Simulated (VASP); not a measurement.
Wanted: the native input for a VASP 6.6.1 run.

```
Task                   : single point
Functional             : PBE
Potentials or basis    : VASP PAW PBE potentials, release 64 (C, Ti_sv, N)
Cutoff                 : 520 eV
k mesh                 : 1 × 1 × 1, shifted
Occupations            : fermi-dirac, width 0.1379 eV
Spin                   : no spin polarisation
Dipole correction      : no
Further INCAR settings : LREAL = Auto; ALGO = Normal; EDIFF = 1e-07; NBANDS = 92; ISYM = 0
```

The structure of Ti7C8N7 lies in POSCAR:

```
Ti7C8N7
1.0
    6.0763510000      0.0252470000     -0.0498070000
    0.0252470000      5.7832080000     -0.0553630000
   -0.0498070000     -0.0553630000      6.0055170000
C Ti N
8 7 7
Direct
    0.7543324821      0.5296535432      0.6812716119
    1.0089007469      0.3627162056      0.4986359004
    0.7217244210      0.7312901378      0.1993452594
    0.9759326788      0.1651860957      0.9222390806
    0.3464328904      0.2773639535      0.3398808934
    0.1529495558      0.5782170220      0.4827922038
    0.3275021769      0.5133572768      0.3659909546
    0.1248951119      0.1755262741      0.3965316078
    1.0011620718      0.4932475854      0.1710839459
    0.1543448253      0.8109370924      0.7715193151
    0.6563200078      0.9237599786      0.9179814917
    0.7466746851      0.9896037868      0.4240166268
    0.2707274537      0.2541731988      0.7174924179
    0.5501515951      0.4590709395      0.1222189438
    0.3455963886      0.8641243859      0.2634671815
    0.8063207002      0.3580253694      0.5463822305
    0.4526001922      0.9445153034      0.5848537034
    0.2222600841      0.5540653843      0.9499623146
    0.7828860803      0.2269494483      0.0376133827
    0.5978545298      0.5124410856      0.8226869754
    0.8255432867      0.7514713462      0.6629624964
    0.3661942416      0.0587942794     -0.0029287963
```

These files were run (other wordings do the same):

INCAR

```
SYSTEM = Ti7C8N7
PREC     = Accurate       ! precision mode
ENCUT    = 520            ! plane-wave cutoff, eV
EDIFF    = 1E-7           ! SCF threshold, eV
ISMEAR   = -1             ! smearing method
SIGMA    = 0.1379         ! smearing width, eV
LREAL    = Auto         
LASPH    = .TRUE.         ! aspherical terms in the spheres
NELM     = 80             ! most SCF steps
ALGO     = Normal         ! electronic algorithm
ISIF     = 2              ! what is computed and relaxed
LWAVE    = .FALSE.        ! write WAVECAR
LCHARG   = .FALSE.        ! write CHGCAR
GGA      = PE             ! functional
NBANDS   = 92             ! bands
ISYM     = 0
```

KPOINTS

```
Automatic mesh
0
Gamma
  1 1 1
  0.25 0.25 0.25
```

Potentials or basis: VASP PAW PBE potentials, release 64 (C, Ti_sv, N).

Run with:

```console
$ cat potpaw_PBE.64/C/POTCAR potpaw_PBE.64/Ti_sv/POTCAR potpaw_PBE.64/N/POTCAR > POTCAR
$ mpirun -np 1 vasp_std > vasp.out
```

Results of the run:

The pressure is 11.0 GPa, the largest force is 5.727 eV/Å and the band gap on the k mesh is zero (an odd number of electrons rules out a gap without spin polarisation).

Caveat: the k points lie up to 1.09 Å⁻¹ apart, too coarse for converged energies and pressures of a metal; the atoms stand as in a frame of molecular dynamics; an odd number of electrons without spin polarisation forces a metal; a magnetic or distorted state may lie lower.

It took 2.5 min on 1 thread of Intel Xeon 8259CL, with other jobs on the host, peak memory 0.32 GiB.
